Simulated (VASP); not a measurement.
A run of VASP 6.6.1 is set up as follows.

File INCAR:

```
SYSTEM = ZrB
PREC = Accurate
ENCUT = 520
EDIFF = 1E-6
ISMEAR = 0
SIGMA = 0.15
LREAL = .FALSE.
LASPH = .TRUE.
NELM = 60
ALGO = Normal
ISIF = 2
LWAVE = .FALSE.
LCHARG = .FALSE.
GGA = PS
NBANDS = 14
```

KPOINTS

```
Automatic mesh
0
G
  18 18 18
  0 0 0
```

Contents of POSCAR:

```
ZrB
1.0
    0.0000000000      2.4267187500      2.4267187500
    2.3250000000      0.1017187500      2.3250000000
    2.3250000000      2.3250000000      0.1017187500
Zr B
1 1
Direct
    0.0000000000      0.0000000000      0.0000000000
    0.5000000000      0.5000000000      0.5000000000
```

Potentials or basis: VASP PAW PBE potentials, release 64 (Zr_sv, B).

The run is started by

```bash
$ cat potpaw_PBE.64/Zr_sv/POTCAR potpaw_PBE.64/B/POTCAR > POTCAR
$ mpirun -np 1 vasp_std > vasp.out
```

(1) Predict the pressure.

(2) Predict the band gap on the k mesh.

Answers

(1) 30.1 GPa.

(2) zero (an odd number of electrons rules out a gap without spin polarisation).

Caveat: the cell differs from its parent crystal (strain +0.0875 x Voigt [0, 0, 0, 1, 0, 0]); the cell stands under pressure; the PAW data sets were made with another functional, which shifts forces and pressure a little.
